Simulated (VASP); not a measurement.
A run of VASP 6.6.1:

INCAR

```
  PREC = Accurate
  ENCUT = 520
  EDIFF = 1E-7
  ISMEAR = -1
  SIGMA = 0.1
  LREAL = F
  LASPH = T
  NELM = 80
  ALGO = Normal
  ISIF = 2
  LWAVE = F
  LCHARG = T
  GGA = PE
  LELF = T
  LVHAR = T
  NBANDS = 19
```

File KPOINTS:

```
regular mesh
0
Gamma
  3 3 2
```

POSCAR

```
Cd
1.0
    3.0007103730      0.0000000000      0.0000000000
   -1.5003551865      2.5986914124      0.0000000000
    0.0000000000      0.0000000000      5.9261569577
Cd
2
Direct
    0.3333333333      0.6666666667      0.2500000000
    0.6666666667      0.3333333333      0.7500000000
```

Potentials or basis: VASP PAW PBE potentials, release 64 (Cd).

Command:

```sh
$ cat potpaw_PBE.64/Cd/POTCAR > POTCAR
$ mpirun -np 1 vasp_std > vasp.out
```

Hardware: 1 thread of Intel Xeon 8259CL, with other jobs on the host.

**Question.** Estimate the wall time of this run.

**Answer.** Run time: 11 s on 1 thread of Intel Xeon 8259CL, with other jobs on the host, peak memory 0.16 GiB. Counts: scf iterations 11, k points 6.
